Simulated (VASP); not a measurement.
A run of VASP 6.6.1 is set up as follows.

INCAR

```
SYSTEM = Te
ALGO = Normal
EDIFF = 1E-6
ENCUT = 520
GGA = PS
ISIF = 2
ISMEAR = -1
LASPH = .True.
LCHARG = .False.
LREAL = .False.
LWAVE = .False.
NBANDS = 13
NELM = 80
PREC = Accurate
SIGMA = 0.08
```

File KPOINTS:

```
k-points
0
Gamma
  14 14 8
  0 0 0
```

Contents of POSCAR:

```
Te
1.0
    2.8318642948      0.0000000000      0.0000000000
   -1.4159321474      2.4524664194      0.0000000000
    0.0000000000      0.0000000000      4.4162331155
Te
2
Direct
    0.3333333333      0.6666666667      0.2500000000
    0.6666666667      0.3333333333      0.7500000000
```

Potentials or basis: VASP PAW PBE potentials, release 64 (Te).

Run with:

```bash
$ cat potpaw_PBE.64/Te/POTCAR > POTCAR
$ mpirun -np 1 vasp_std > vasp.out
```

(1) Estimate the band gap on the k mesh.

(2) What does it give for the pressure?

Results:

(1) zero (band 6 reaches 25.09 eV, above the bottom of band 7 at 15.60 eV).

(2) 135.4 GPa.

Caveat: the PAW data sets were made with another functional, which shifts forces and pressure a little; spin-orbit coupling is left out, which moves the levels of the heavy elements.
